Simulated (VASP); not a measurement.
# KRu: single point with PBE

KRu:

```
K Ru
1.0
     4.34116    0.00000    0.00000
     0.00000    4.34116    0.00000
     0.00000    0.00000    5.48544
K Ru
2 2
Cartesian
  0.0000 2.1706 1.2896
  2.1706 0.0000 4.1958
  0.0000 0.0000 0.0000
  2.1706 2.1706 0.0000
```

* Program: VASP 6.6.1
* Task: single point
* Functional: PBE
* Potentials or basis: VASP PAW PBE potentials, release 64 (K_sv, Ru_pv)
* Cutoff: 520 eV
* k mesh: 4 × 4 × 4
* Occupations: gaussian, width 0.1 eV
* Spin: no spin polarisation

```yaml
Pressure: 10.1 GPa
Largest_force: 3.784 eV/Å
Band_gap_on_the_k_mesh: zero (bands 23 and 24 overlap by 0.44 eV)
```

Forces on the atoms (eV/Å):
```
K    0.000  0.000  3.784
K    0.000  0.000 -3.784
Ru   0.000  0.000  0.000
Ru   0.000  0.000  0.000
```

Stress tensor (GPa, compression positive):
```
 8.45  0.00  0.00
 0.00  8.45  0.00
 0.00  0.00 13.55
```

Levels at points of the mesh, in eV from the Fermi level:
| k point | band 19 | band 20 | band 21 | band 22 | band 23 | band 24 | band 25 | band 26 | band 27 | band 28 |
| --- | --- | --- | --- | --- | --- | --- | --- | --- | --- | --- |
| (0.00, 0.00, 0.00) | -0.55 | -0.52 | -0.52 | 0.16 | 0.25 | 0.25 | 1.48 | 2.25 | 4.30 | 4.65 |
| (0.50, 0.00, 0.00) | -1.01 | -1.01 | -0.19 | -0.19 | -0.09 | -0.09 | 0.26 | 0.26 | 3.97 | 3.97 |
| (0.50, 0.50, 0.00) | -0.60 | -0.60 | -0.19 | -0.19 | -0.17 | -0.17 | 2.14 | 2.14 | 3.80 | 3.80 |
| (0.00, 0.00, 0.50) | -0.50 | -0.50 | -0.31 | 0.11 | 0.15 | 0.28 | 0.28 | 1.48 | 4.21 | 4.58 |
| (0.50, 0.00, 0.50) | -0.84 | -0.84 | -0.15 | -0.15 | -0.11 | -0.11 | 0.47 | 0.47 | 2.40 | 2.40 |
| (0.50, 0.50, 0.50) | -0.74 | -0.74 | -0.18 | -0.18 | 0.06 | 0.06 | 2.93 | 2.93 | 3.61 | 3.61 |

It took 55 s on 1 thread of Intel(R) Xeon(R) Platinum 8488C (Sapphire Rapids), on a shared host, peak memory 0.22 GiB.

Caveat: the k points lie up to 0.36 Å⁻¹ apart; forces of over 1 eV/Å act on the atoms, so gaps and moduli don't describe the material at rest.
